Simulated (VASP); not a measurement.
Set up this calculation in VASP 6.6.1, as the native input.

- Task: single point
- Functional: PBE
- Dispersion: D3(BJ)
- Potentials or basis: VASP PAW PBE potentials, release 64 (N)
- Cutoff: 520 eV
- k mesh: 1 × 1 × 1
- Occupations: fermi-dirac, width 0.05 eV
- Spin: no spin polarisation
- Dipole correction: no
- Further INCAR settings: ALGO = Normal; EDIFF = 1e-07; NBANDS = 42

The structure of N lies in POSCAR:

```
N
1.0
    7.0338500000      0.0000000000      0.0000000000
    0.0000000000      7.0338500000      0.0000000000
    0.0000000000      0.0000000000      7.0338500000
N
12
Direct
    0.6981433500      0.2385382442      0.5981481202
    0.8122768532      0.1900338001      0.5026260296
    0.6457567431      0.4260636727      1.0644677505
    0.5264255062      0.5015249956      0.9965485029
    0.2195405826      0.3994219617      0.5749394337
    0.2246805891      0.4633543972      0.4320453475
    0.9473994434      0.8181074639      1.0212700548
    0.8400618659      0.9255050329      0.9819258256
    0.5880094360      0.7538528926      0.5803395699
    0.6800914310      0.7138380720      0.4600789512
    0.3654421186      0.0073982473      0.0517989862
    0.3814658809      0.0328631198      0.2053563277
```

One way to write it, as run:

INCAR

```
SYSTEM = N
ALGO = Normal
EDIFF = 1E-7
ENCUT = 520
GGA = PE
ISIF = 2
ISMEAR = -1
IVDW = 12
LASPH = .True.
LCHARG = .True.
LELF = .True.
LREAL = .False.
LVHAR = .True.
LWAVE = .False.
NBANDS = 42
NELM = 80
PREC = Accurate
SIGMA = 0.05
```

KPOINTS

```
k-points
0
Gamma
  1 1 1
  0 0 0
```

Potentials or basis: VASP PAW PBE potentials, release 64 (N).

Run with:

```sh
$ cat potpaw_PBE.64/N/POTCAR > POTCAR
$ mpirun -np 1 vasp_gam > vasp.out
```

It gave:

```
Pressure                   : 1.6 GPa
Largest force              : 1.970 eV/Å
Band gap on the k mesh     : 7.59 eV
Dispersion energy per atom : -0.041 eV
```

Caveat: the k points lie up to 0.89 Å⁻¹ apart; the standard files for N, O and F lose accuracy on very short bonds.

Run time: 35 s on 1 thread of Intel(R) Xeon(R) Platinum 8259CL CPU @ 2.50GHz (Skylake/Cascade Lake), on a shared host, peak memory 0.35 GiB.
